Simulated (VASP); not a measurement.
Here is a VASP 6.6.1 calculation.

INCAR

```
PREC     = Accurate       # precision mode
ENCUT    = 520            # plane-wave cutoff, eV
EDIFF    = 1E-6           # SCF threshold, eV
ISMEAR   = 0              # smearing method
SIGMA    = 0.02           # smearing width, eV
LREAL    = False          # projectors in reciprocal space
LASPH    = True           # aspherical terms in the spheres
NELM     = 100            # most SCF steps
ALGO     = Normal         # electronic algorithm
ISIF     = 2              # what is computed and relaxed
LWAVE    = False          # write WAVECAR
LCHARG   = True           # write CHGCAR
LDIPOL   = True         
IDIPOL   = 3            
DIPOL    = 0.5 0.5 0.500
GGA      = PE             # functional
IVDW     = 12             # dispersion correction
LELF     = True           # ELF
LVHAR    = True         
LVACPOTAV= True         
NBANDS   = 59             # bands
```

File KPOINTS:

```
regular mesh
0
Gamma
  9 9 1
```

POSCAR

```
Bi2Te3
1.0
    4.3693929082      0.0000000000      0.0000000000
   -2.1846964541      3.7840052576      0.0000000000
    0.0000000000      0.0000000000     61.2372151650
Te Bi
6 4
Direct
    0.0000000000      0.0000000000      0.3555927863
    0.6666666667      0.3333333333      0.4171422965
    0.3333333333      0.6666666667      0.4787590986
    0.6666666667      0.3333333333      0.5212409014
    0.3333333333      0.6666666667      0.5828577035
    0.0000000000      0.0000000000      0.6444072137
    0.3333333333      0.6666666667      0.3838366543
    0.0000000000      0.0000000000      0.4503204745
    0.0000000000      0.0000000000      0.5496795255
    0.6666666667      0.3333333333      0.6161633457
```

Potentials or basis: VASP PAW PBE potentials, release 64 (Te, Bi_d).

Run with:

```console
$ cat potpaw_PBE.64/Te/POTCAR potpaw_PBE.64/Bi_d/POTCAR > POTCAR
$ mpirun -np 1 vasp_std > vasp.out
```

(1) What does it give for the band gap on the k mesh?

(2) Estimate the largest force.

(3) Estimate the ionisation potential of the upper face.

Answers

(1) 0.57 eV, direct.

(2) 0.012 eV/Å.

(3) 5.03 eV.

Caveat: spin-orbit coupling is left out, which moves the levels of the heavy elements.
